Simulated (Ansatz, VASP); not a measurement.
TaN: VASP beside Ansatz

```
Ta N
1.0
     5.19100    0.00000    0.00000
    -2.59550    4.49554    0.00000
     0.00000    0.00000    2.90800
Ta N
3 3
Direct
  0.00000 0.00000 0.00000
  0.33333 0.66667 0.50000
  0.66667 0.33333 0.50000
  0.50000 0.00000 0.00000
  0.50000 0.50000 0.00000
  0.00000 0.50000 0.00000
```

Alike in both runs: task single point; functional PBEsol; k mesh 5 × 5 × 7; no spin polarisation.

|  | VASP | Ansatz |
| --- | --- | --- |
| version | VASP 6.6.1 | Ansatz 0.2.0 |
| potentials or method | VASP PAW PBE potentials, release 64 (Ta_pv, N), cutoff 520 eV | plane waves, PAW |
| occupations | methfessel-paxton of order 1, width 0.1 eV | methfessel-paxton of order 1 |
| valence electrons in the cell | 48 | 54 |

```csv
,VASP,Ansatz,Ansatz less VASP
pressure (GPa),1.8,0.9,-0.92
"traceless stress, the component that is largest in VASP (GPa)",-2.11,-2.31,-0.197
```

VASP's potentials were made for PBE, not for PBEsol. VASP's potentials hold 48 valence electrons a cell and Ansatz's 54, so a difference there can come from the potentials and not from the codes.

Neither program's run includes spin-orbit coupling.
